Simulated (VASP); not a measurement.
# Mg3CdS2 (P-3m1) in VASP: further runs, part 2 of 2

VASP 6.6.1.

## Step 4: Single point, PBE

This run uses another cell than the first one, of 20.43 Å³/atom, 1.031 times its volume.

The input, INCAR:

```
SYSTEM = Mg3CdS2
PREC = Accurate ; ENCUT = 520
EDIFF = 1E-6 ; ISMEAR = 0
SIGMA = 0.1 ; LREAL = .False.
LASPH = .True. ; NELM = 60
ALGO = Normal ; ISIF = 2
LWAVE = .False. ; LCHARG = .True.
GGA = PE ; LELF = .True.
LVHAR = .True. ; NBANDS = 24
```

The input, KPOINTS:

```
Automatic mesh
0
Gamma
  12 12 4
  0 0 0
```

The input, POSCAR:

```
Mg3CdS2
1.0
    3.6258597067      0.0000000000      0.0000000000
   -1.8129298533      3.1400866165      0.0000000000
    0.0000000000      0.0000000000     10.7663300675
Mg Cd S
3 1 2
Direct
    0.0000000000      0.0000000000      0.5000000000
    0.3333333333      0.6666666667      0.2156800873
    0.6666666667      0.3333333333      0.7843199127
    0.0000000000      0.0000000000      0.0000000000
    0.3333333333      0.6666666667      0.6420282809
    0.6666666667      0.3333333333      0.3579717191
```

Launch:

```bash
$ cat potpaw_PBE.64/Mg/POTCAR potpaw_PBE.64/Cd/POTCAR potpaw_PBE.64/S/POTCAR > POTCAR
$ mpirun -np 1 vasp_std > vasp.out
```

It took 1.9 min on 1 thread of Intel Xeon 6975P-C (Granite Rapids), shared host; peak memory 0.36 GiB.

The run converged. Its results:

```
Free energy            : -18.7970 eV
Pressure               : -0.2 GPa
Largest force          : 0.011 eV/Å
Band gap on the k mesh : zero (band 15 reaches 4.12 eV, above the bottom of band 16 at 3.81 eV)
```

Forces in eV/Å, atoms in the order of the input:
```
Mg   0.000  0.000  0.000
Mg   0.000  0.000  0.011
Mg   0.000  0.000 -0.011
Cd   0.000  0.000  0.000
S    0.000  0.000 -0.004
S    0.000  0.000  0.004
```

Levels at points of the mesh, in eV from the Fermi level:
```
           k point  band 11  band 12  band 13  band 14  band 15  band 16  band 17  band 18  band 19  band 20
(0.00, 0.00, 0.00)    -2.26    -2.26    -1.98    -1.98    -1.09     1.62     3.05     4.37     5.60     5.60
(0.50, 0.00, 0.00)    -3.80    -3.28    -2.78    -2.14    -1.40     0.04     1.04     2.61     3.13     3.61
(0.00, 0.00, 0.50)    -2.26    -2.26    -2.17    -1.98    -1.98     2.81     2.95     3.84     5.62     5.62
(0.50, 0.00, 0.50)    -3.79    -3.28    -2.79    -2.31    -1.60     0.36     1.97     1.99     2.99     3.42
```

## Step 5: Relaxation of cell and atoms, PBE

This run uses another cell than the first one, of 20.43 Å³/atom, 1.031 times its volume.

The input, INCAR:

```
PREC = Accurate ; ENCUT = 600
EDIFF = 1E-6 ; ISMEAR = 0
SIGMA = 0.1 ; LREAL = F
LASPH = T ; NELM = 60
ALGO = Normal ; ISIF = 3
LWAVE = F ; LCHARG = F
GGA = PE ; IBRION = 2
NSW = 80 ; EDIFFG = -0.001
```

The input, KPOINTS:

```
Automatic mesh
0
Gamma
  12 12 4
```

The input, POSCAR:

```
Mg3CdS2
1.0
    3.6259428647      0.0000000000      0.0000000000
   -1.8129714323      3.1401586335      0.0000000000
    0.0000000000      0.0000000000     10.7660345835
Mg Cd S
3 1 2
Direct
    0.0000000000      0.0000000000      0.5000000000
    0.3333333333      0.6666666667      0.2156986913
    0.6666666667      0.3333333333      0.7843013087
    0.0000000000      0.0000000000      0.0000000000
    0.3333333333      0.6666666667      0.6420268938
    0.6666666667      0.3333333333      0.3579731062
```

Potentials or basis: VASP PAW PBE potentials, release 64 (Mg, Cd, S).

Launch:

```bash
$ cat potpaw_PBE.64/Mg/POTCAR potpaw_PBE.64/Cd/POTCAR potpaw_PBE.64/S/POTCAR > POTCAR
$ mpirun -np 1 vasp_std > vasp.out
```

OUTCAR:

```text
PREC = Accurate
   ENCUT = 600
   EDIFF = 1E-6
   ISMEAR = 0
   LREAL = F
   LASPH = T
   NELM = 60
   ISIF = 3
   GGA = PE
   IBRION = 2
   NSW = 80
   EDIFFG = -0.001

 ion  position               nearest neighbor table
   1  0.000  0.000  0.500-   5 2.59   6 2.59   5 2.59   6 2.59   6 2.59   5 2.59
   2  0.333  0.667  0.216-   6 2.59   6 2.59   6 2.59   4 3.13   4 3.13   4 3.13
   3  0.667  0.333  0.784-   5 2.59   5 2.59   5 2.59   4 3.13   4 3.13   4 3.13
   4  0.000  0.000  0.000-   2 3.13   3 3.13   2 3.13   3 3.13   3 3.13   2 3.13
   5  0.333  0.667  0.642-   1 2.59   1 2.59   1 2.59   3 2.59   3 2.59   3 2.59
   6  0.667  0.333  0.358-   1 2.59   1 2.59   1 2.59   2 2.59   2 2.59   2 2.59

  LATTYP: Found a hexagonal cell.
 ALAT       =     3.6259428647
 C/A-ratio  =     2.9691682923

  Lattice vectors:

 A1 = (   3.6259428647,   0.0000000000,   0.0000000000)
 A2 = (  -1.8129714323,   3.1401586335,   0.0000000000)
 A3 = (   0.0000000000,   0.0000000000,  10.7660345835)

Analysis of symmetry for initial positions (statically):
=====================================================================
 Subroutine PRICEL returns:
 Original cell was already a primitive cell.

 Routine SETGRP: Setting up the symmetry group for a
 hexagonal supercell.

 Subroutine GETGRP returns: Found 12 space group operations
 (whereof 12 operations were pure point group operations)
 out of a pool of 24 trial point group operations.

The static configuration has the point symmetry D_3d.

Analysis of symmetry for dynamics (positions and initial velocities):
=====================================================================
 Subroutine PRICEL returns:
 Original cell was already a primitive cell.

 Routine SETGRP: Setting up the symmetry group for a
 hexagonal supercell.

 Subroutine GETGRP returns: Found 12 space group operations
 (whereof 12 operations were pure point group operations)
 out of a pool of 24 trial point group operations.

The dynamic configuration has the point symmetry D_3d.

 Subroutine INISYM returns: Found 12 space group operations
 (whereof 12 operations are pure point group operations),
 and found     1 'primitive' translations

----------------------------------------------------------------------------------------

                                     Primitive cell

  volume of cell :     122.5825

  direct lattice vectors                    reciprocal lattice vectors
     3.625942865  0.000000000  0.000000000     0.275790336  0.159227625  0.000000000
    -1.812971432  3.140158634  0.000000000     0.000000000  0.318455249  0.000000000
     0.000000000  0.000000000 10.766034583     0.000000000  0.000000000  0.092884710

  length of vectors
     3.625942865  3.625942865 10.766034583     0.318455249  0.318455249  0.092884710

  position of ions in fractional coordinates (direct lattice)
     0.000000000  0.000000000  0.500000000
     0.333333333  0.666666667  0.215698691
     0.666666667  0.333333333  0.784301309
     0.000000000  0.000000000  0.000000000
     0.333333333  0.666666667  0.642026894
     0.666666667  0.333333333  0.357973106

  ion indices of the primitive-cell ions
   primitive index   ion index
                 1           1
                 2           2
                 3           3
                 4           4
                 5           5
                 6           6
[... 63 lines left out ...]
   PREC   = accura    normal or accurate (medium, high low for compatibility)
   ISTART =      0    job   : 0-new  1-cont  2-samecut
   ICHARG =      2    charge: 1-file 2-atom 10-const
   ISPIN  =      1    spin polarized calculation?
   LNONCOLLINEAR =      F non collinear calculations
   LSORBIT =      F    spin-orbit coupling
   LASPH  =      T    aspherical Exc in radial PAW
   ENCUT  =  600.0 eV  44.10 Ry    6.64 a.u.   7.24  7.24 21.50*2*pi/ulx,y,z
   NELM   =     60;   NELMIN=  2; NELMDL= -5     # of ELM steps
   EDIFF  = 0.1E-05   stopping-criterion for ELM
   LREAL  =      F    real-space projection
   EDIFFG = -.1E-02   stopping-criterion for IOM
   NSW    =     80    number of steps for IOM
   IBRION =      2    ionic relax: 0-MD 1-quasi-New 2-CG
   NFREE  =      1    steps in history (QN), initial steepest desc. (CG)
   ISIF   =      3    stress and relaxation
   ISYM   =      2    0-nonsym 1-usesym 2-fastsym
   POTIM  = 0.5000    time-step for ionic-motion
   TEBEG  =    0.0;   TEEND  =   0.0 temperature during run
   PSTRESS=    0.0 pullay stress
   NELECT =      30.0000    total number of electrons
   NUPDOWN=      -1.0000    fix difference up-down
   EMIN   =  10.00;   EMAX   =-10.00  energy-range for DOS
   EFERMI =   0.00;   METHOD = LEGACY
   ISMEAR =     0;   SIGMA  =   0.10  broadening in eV -4-tet -1-fermi 0-gaus
   EFERMI_NEDOS =   21; number of points for ismear=-14 and -15
   IALGO  =     38    algorithm
   IMIX   =      4    mixing-type and parameters
     AMIX     =   0.40;   BMIX     =  1.00
     AMIX_MAG =   1.60;   BMIX_MAG =  1.00
  volume/ion in A,a.u.               =      20.43       137.87
  Fermi-wavevector in a.u.,A,eV,Ry     =   1.024014  1.935105 14.267127  1.048604
  Thomas-Fermi vector in A             =   2.157778
   LORBIT       =      0    0 simple, 1 ext, 2 COOP (PROOUT), +10 PAW based schemes
   GGA     = PE    functional components
   LHFCALC =     F    Hartree Fock is set to
   AEXX    =    0.0000 exact exchange contribution
   IVDW    =     0    specifies the selected vdW correction
   LEPSILON=     F    determine dielectric tensor
   LRPA    =     F    only Hartree local field effects (RPA)
 conjugate gradient relaxation of ions
 non-spin polarized calculation
 Gauss-broadening in eV      SIGMA  =   0.10
  energy-cutoff  :      600.00
  volume of cell :      122.58
 maximum number of plane-waves:      4116
 NGX is ok and might be reduce to    30
   NGX = 15   NGY = 15   NGZ = 43

--------------------------------------- Ionic step        1  -------------------------------------------

 number of electron      30.0000002 magnetization

 Free energy of the ion-electron system (eV)
  ---------------------------------------------------
  ext. energy  EPLUGINS =         0.00000000
  ---------------------------------------------------
  free energy    TOTEN  =       -18.79739043 eV

  energy without entropy =      -18.79271193  energy(sigma->0) =      -18.79505118

------------------------ aborting loop because EDIFF is reached ----------------------------------------

  FORCE on cell =-STRESS in cart. coord.  units (eV):
  Direction    XX          YY          ZZ          XY          YZ          ZX
  --------------------------------------------------------------------------------------
  -------------------------------------------------------------------------------------
  Total       -0.1382109     -0.1382109     -0.1423753     -0.0000000     -0.0000000     -0.0000000
  in kB       -1.8064443     -1.8064443     -1.8608742     -0.0000000     -0.0000000     -0.0000000
  external PRESSURE =      -1.8245876 kB  Pullay stress =       0.0000000 kB
[... 101 lines left out ...]
  FREE ENERGIE OF THE ION-ELECTRON SYSTEM (eV)
  ---------------------------------------------------
  free  energy   TOTEN  =       -18.7976210239 eV

  energy  without entropy=      -18.7929219271  energy(sigma->0) =      -18.79527148

[... ionic steps 4 to 13 ...]

--------------------------------------- Ionic step       14  -------------------------------------------

 number of electron      30.0000002 magnetization

------------------------ aborting loop because EDIFF is reached ----------------------------------------
[... 75 lines left out ...]
--------------------------------------- Ionic step       16  -------------------------------------------

 number of electron      30.0000002 magnetization

 Free energy of the ion-electron system (eV)
  ---------------------------------------------------
  ext. energy  EPLUGINS =         0.00000000
  ---------------------------------------------------
  free energy    TOTEN  =       -18.79762480 eV

  energy without entropy =      -18.79291260  energy(sigma->0) =      -18.79526870

 E-fermi :   4.0141     XC(G=0):  -9.4307

 val. band max:        3.9949123972   @ k =   0.2500   0.2500   0.0000
 cond. band min:       4.0248692720   @ k =   0.3333   0.3333   0.0000
 fundamental gap:      0.0299568748
 Fermi energy:         4.0141252083

 k-point     1 :       0.0000    0.0000    0.0000
  band No.  band energies     occupation
      1     -10.4105      2.00000
      2      -9.7891      2.00000
      3      -4.5675      2.00000
      4      -4.4476      2.00000
      5      -4.4476      2.00000
      6      -4.3290      2.00000
[... 505 lines left out ...]
      6      -4.3827      2.00000
[... 11 lines left out ...]
     18       8.0971      0.00000
     19       8.6597      0.00000

 [... further k-points ...]
[... 5 lines left out ...]
  --------------------------------------------------------------------------------------
  -------------------------------------------------------------------------------------
  Total       -0.0059161     -0.0059161      0.0034666     -0.0000000      0.0000000      0.0000000
  in kB       -0.0775603     -0.0775603      0.0454468     -0.0000000      0.0000000      0.0000000
  external PRESSURE =      -0.0365580 kB  Pullay stress =       0.0000000 kB
[... 21 lines left out ...]
  FREE ENERGIE OF THE ION-ELECTRON SYSTEM (eV)
  ---------------------------------------------------
  free  energy   TOTEN  =       -18.7976247997 eV

  energy  without entropy=      -18.7929126044  energy(sigma->0) =      -18.79526870

 reached required accuracy - stopping structural energy minimisation
```

Run time: 8.3 min. Hardware: 1 thread of AMD EPYC 9R45 (Zen 5), shared host; peak memory 0.4 GiB.

Results:

```
Free energy                            : -18.7976 eV
Relaxed volume                         : 20.37 Å³/atom
Relaxed cell                           : a = 3.622 Å, b = 3.622 Å, c = 10.757 Å, α = 90.00°, β = 90.00°, γ = 120.00°
Space group after relaxing (to 0.05 Å) : P-3m1 (No. 164)
Energy gained by relaxing              : 0.0 meV/atom
Ionic steps                            : 16
Pressure after relaxing                : 0.0 GPa
Band gap on the k mesh                 : zero (band 15 reaches 4.14 eV, above the bottom of band 16 at 3.83 eV)
```

Step by step:
```tsv
step	energy change (eV)	largest force (eV/Å)	pressure (GPa)	volume (Å³)
1	0.0000	0.0096	-0.18	122.58
2	-0.0002	0.0033	0.00	122.17
3	-0.0002	0.0034	0.01	122.18
4	-0.0002	0.0034	0.00	122.21
5	-0.0002	0.0033	-0.01	122.20
6	-0.0002	0.0033	0.00	122.19
7	-0.0002	0.0022	0.00	122.19
8	-0.0002	0.0041	0.00	122.17
9	-0.0002	0.0022	0.00	122.18
10	-0.0002	0.0018	0.00	122.18
11	-0.0002	0.0012	0.00	122.18
12	-0.0002	0.0012	0.00	122.18
13	-0.0002	0.0014	0.00	122.18
14	-0.0002	0.0010	0.00	122.19
15	-0.0002	0.0003	0.01	122.19
16	-0.0002	0.0007	0.00	122.21
```

Final structure:
```
CELL_PARAMETERS angstrom
3.62187 0.00000 0.00000
-1.81093 3.13663 0.00000
0.00000 0.00000 10.75748
ATOMIC_POSITIONS crystal
Mg 0.00000 0.00000 0.50000
Mg 0.33333 0.66667 0.21577
Mg 0.66667 0.33333 0.78423
Cd 0.00000 0.00000 0.00000
S 0.33333 0.66667 0.64195
S 0.66667 0.33333 0.35805
```

## Step 6: Relaxation of cell and atoms, PBE

This run uses another cell than the first one, of 20.49 Å³/atom, 1.034 times its volume.

The input, INCAR:

```
PREC = Accurate
ENCUT = 600
EDIFF = 1E-6
ISMEAR = 0
SIGMA = 0.1
LREAL = F
LASPH = T
NELM = 60
ALGO = Normal
ISIF = 3
LWAVE = F
LCHARG = F
GGA = PE
IBRION = 2
NSW = 100
EDIFFG = -0.01
```

KPOINTS is that of step 5.

The input, POSCAR:

```
Mg3CdS2
1.0
    3.6379024543      0.0000000000      0.0000000000
   -1.8189512271      3.1505159419      0.0000000000
    0.0000000000      0.0000000000     10.7242544716
Mg Cd S
3 1 2
Direct
    0.0000000000      0.0000000000      0.5000000000
    0.3333333333      0.6666666667      0.2159020555
    0.6666666667      0.3333333333      0.7840979445
    0.0000000000      0.0000000000      0.0000000000
    0.3333333333      0.6666666667      0.6422311809
    0.6666666667      0.3333333333      0.3577688191
```

Potentials or basis: VASP PAW PBE potentials, release 64 (Mg, Cd, S).

Launch:

```bash
$ cat potpaw_PBE.64/Mg/POTCAR potpaw_PBE.64/Cd/POTCAR potpaw_PBE.64/S/POTCAR > POTCAR
$ mpirun -np 1 vasp_std > vasp.out
```

Run time: 4.6 min. Hardware: 1 thread of AMD EPYC 9R45 (Zen 5), shared host; peak memory 0.41 GiB.

Results (log left out):

```yaml
Free_energy: -18.7977 eV
Relaxed_volume: 20.36 Å³/atom
Relaxed_cell: a = 3.622 Å, b = 3.622 Å, c = 10.753 Å, α = 90.00°, β = 90.00°, γ = 120.00°
Space_group_after_relaxing_to_0.05_Å: P-3m1 (No. 164)
Energy_gained_by_relaxing: 0.3 meV/atom
Ionic_steps: 4
Pressure_after_relaxing: 0.0 GPa
Largest_force_after_relaxing: 0.003 eV/Å
Band_gap_on_the_k_mesh: zero (band 15 reaches 4.15 eV, above the bottom of band 16 at 3.84 eV)
```

Forces on the atoms (eV/Å):
```
Mg   0.000  0.000  0.000
Mg   0.000  0.000  0.003
Mg   0.000  0.000 -0.003
Cd   0.000  0.000  0.000
S    0.000  0.000  0.002
S    0.000  0.000 -0.002
```

Step by step:
| step | energy change (eV) | largest force (eV/Å) | pressure (GPa) | volume (Å³) |
| --- | --- | --- | --- | --- |
| 1 | 0.0000 | 0.0320 | -0.28 | 122.91 |
| 2 | -0.0015 | 0.0149 | -0.02 | 122.29 |
| 3 | -0.0017 | 0.0109 | 0.10 | 121.98 |
| 4 | -0.0019 | 0.0034 | 0.02 | 122.14 |

Final structure:
```xyz
6
Lattice="3.6216 0.0000 0.0000 -1.8108 3.1364 0.0000 0.0000 0.0000 10.7532" Properties=species:S:1:pos:R:3 pbc="T T T"
Mg    3.6216    0.0000    5.3766
Mg    0.0000    2.0909    2.3193
Mg    1.8108    1.0455    8.4339
Cd    3.6216    0.0000    0.0000
S     0.0000    2.0909    6.9034
S     1.8108    1.0455    3.8499
```

Levels at points of the mesh, in eV from the Fermi level:
```tsv
k point	band 11	band 12	band 13	band 14	band 15	band 16	band 17	band 18	band 19
(0.00, 0.00, 0.00)	-2.26	-2.26	-1.98	-1.98	-1.08	1.64	3.06	4.38	5.61
(0.50, 0.00, 0.00)	-3.81	-3.29	-2.79	-2.14	-1.41	0.04	1.05	2.61	3.14
(0.00, 0.00, 0.50)	-2.26	-2.26	-2.17	-1.98	-1.98	2.83	2.98	3.85	5.63
(0.50, 0.00, 0.50)	-3.80	-3.29	-2.79	-2.31	-1.61	0.36	1.98	2.00	3.00
```

## Step 7: Overview

```tsv
task	cell	cutoff (eV)	gap on the mesh (eV)	pressure (GPa)	relaxed volume (Å³/atom)	largest force (eV/Å)
single point	a = 3.588, b = 3.588, c = 10.667 Å, angles 90.0, 90.0, 120.0°, 6 atoms	520	none	1.5	-	0.01
single point	a = 3.626, b = 3.626, c = 10.766 Å, angles 90.0, 90.0, 120.0°, 6 atoms	520	none	-0.2	-	0.01
relaxation of cell and atoms	relaxed from a = 3.626, b = 3.626, c = 10.766 Å, angles 90.0, 90.0, 120.0°, 6 atoms	600	none	0.0	20.37	-
relaxation of cell and atoms	relaxed from a = 3.638, b = 3.638, c = 10.724 Å, angles 90.0, 90.0, 120.0°, 6 atoms	600	none	0.0	20.36	-
```

Alike in all rows: level PBE; potentials or basis VASP PAW PBE potentials, release 64 (Mg, Cd, S); no spin polarisation; k mesh 12 × 12 × 4; smearing gaussian 0.1 eV.

Total energies depend on the potentials used, so only differences within one code and one set of settings carry meaning.
